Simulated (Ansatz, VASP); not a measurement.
# One calculation of Gd, two programs

```xyz
1
Lattice="0.0000 2.5149 2.5149 2.5149 0.0000 2.5149 2.5149 2.5149 0.0000" Properties=species:S:1:pos:R:3 pbc="T T T"
Gd    0.0000    0.0000    0.0000
```

Alike in both runs: task single point; functional LDA; k mesh 10 × 10 × 10; occupations fermi-dirac, width 0.05 eV; collinear spin.

|  | VASP | Ansatz |
| --- | --- | --- |
| version | VASP 6.6.1 | Ansatz 0.2.0 |
| potentials or method | VASP PAW PBE potentials, release 64 (Gd), cutoff 520 eV | all-electron (LAPW or listed datasets) |

```tsv
	VASP	Ansatz	Ansatz less VASP
net moment per atom (μB)	7.20	7.27	+0.076
size of the moment on the site where the two differ most (μB)	6.83	7.19	+0.365
```

VASP's potentials were made for PBE, not for LDA. LDA's correlation is that of Perdew and Zunger in VASP and of Perdew and Wang (1992) in Ansatz. Site moments also hang on the region over which each program counts them. Ansatz ran all-electron here, and VASP with PAW potentials.

Neither program's run includes spin-orbit coupling.
